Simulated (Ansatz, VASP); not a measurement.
**Ti in VASP and in Ansatz**

```
Ti
1.0
    -1.58248    1.58248    1.58248
     1.58248   -1.58248    1.58248
     1.58248    1.58248   -1.58248
Ti
1
Direct
  0.00000 0.00000 0.00000
```

Alike in both runs: task single point; functional PBE; k mesh 18 × 18 × 18; occupations gaussian, width 0.1 eV; no spin polarisation.

```csv
,VASP,Ansatz
version,VASP 6.6.1,Ansatz 0.2.0
potentials or method,"VASP PAW PBE potentials, release 64 (Ti_sv), cutoff 500 eV","scalar-relativistic, plane waves, PAW"
valence electrons in the cell,12,12
```

Ansatz gave:

| Property | Result |
| --- | --- |
| gap on the k mesh at the Fermi level (eV) | none |
| pressure (GPa) | 10.4 |

Question: Which values does VASP return?

Answer: gap on the k mesh at the Fermi level (eV): none; pressure (GPa): 10.0.

A gap of «none» marks a metal or a gap that the smearing closes.
